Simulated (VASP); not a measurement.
Here is a VASP 6.6.1 calculation.

INCAR

```
SYSTEM = Zr
ALGO = Normal
EDIFF = 1E-7
ENCUT = 520
GGA = PE
ISIF = 2
ISMEAR = -1
LASPH = .TRUE.
LCHARG = .FALSE.
LREAL = .FALSE.
LWAVE = .FALSE.
NBANDS = 19
NELM = 80
PREC = Accurate
SIGMA = 0.05
```

Contents of KPOINTS:

```
k-points
0
G
  9 9 5
  0 0 0
```

File POSCAR:

```
Zr
1.0
    3.1721294688      0.0000000000      0.0000000000
   -1.5860647344      2.7471447041      0.0000000000
    0.0000000000      0.0000000000      5.1108532816
Zr
2
Direct
    0.6666666667      0.3333333333      0.7500000000
    0.3333333333      0.6666666667      0.2500000000
```

Potentials or basis: VASP PAW PBE potentials, release 64 (Zr_sv).

Run with:

```sh
$ cat potpaw_PBE.64/Zr_sv/POTCAR > POTCAR
$ mpirun -np 1 vasp_std > vasp.out
```

(1) Predict the band gap on the k mesh.

(2) Predict the pressure.

Results:

(1) zero (bands 12 and 13 overlap by 1.14 eV).

(2) 5.0 GPa.

Caveat: the cell stands under pressure.
